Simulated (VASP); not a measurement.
Set up this calculation in VASP 6.6.1, as the native input.

* Task: single point
* Functional: PBEsol
* Potentials or basis: VASP PAW PBE potentials, release 64 (Mg, S)
* Cutoff: 520 eV
* k mesh: 9 × 9 × 8
* Occupations: gaussian, width 0.05 eV
* Spin: no spin polarisation
* Dipole correction: no
* Further INCAR settings: ALGO = Normal; EDIFF = 1e-07; NBANDS = 16; ISYM = 0

The structure of MgS lies in POSCAR:

```
MgS
1.0
    0.0000000000     -2.7905715376     -2.7905715376
   -2.7905715376      0.0000000000     -2.7905715376
    2.7905715376      2.7905715376     -5.5811430751
Mg S
2 2
Direct
    0.0034727112      0.0034727112     -0.0104196587
    0.4965272888      0.4965272888      0.5104196587
    0.3765685810      0.3765685810      0.8702954498
    0.8734314190      0.8734314190      0.3797045502
```

This cell differs from its parent crystal: atoms displaced along a vibrational mode, the cell strained.

One way to write it, as run:

INCAR

```
  PREC = Accurate
  ENCUT = 520
  EDIFF = 1E-7
  ISMEAR = 0
  SIGMA = 0.05
  LREAL = F
  LASPH = T
  NELM = 80
  ALGO = Normal
  ISIF = 2
  LWAVE = F
  LCHARG = F
  GGA = PS
  NBANDS = 16
  ISYM = 0
```

KPOINTS

```
Automatic mesh
0
Gamma
  9 9 8
```

Potentials or basis: VASP PAW PBE potentials, release 64 (Mg, S).

Run with:

```bash
$ cat potpaw_PBE.64/Mg/POTCAR potpaw_PBE.64/S/POTCAR > POTCAR
$ mpirun -np 1 vasp_std > vasp.out
```

Results of the run:

```yaml
Pressure: 2.6 GPa
Largest_force: 0.892 eV/Å
Band_gap_on_the_k_mesh: 3.34 eV
```

Caveat: the cell differs from its parent crystal (atoms displaced along a vibrational mode, the cell strained); the PAW data sets were made with another functional, which shifts forces and pressure a little.

It took 9.9 min on 1 thread of Oxide Virtual Turin-like Processor, on a shared host, peak memory 0.49 GiB.
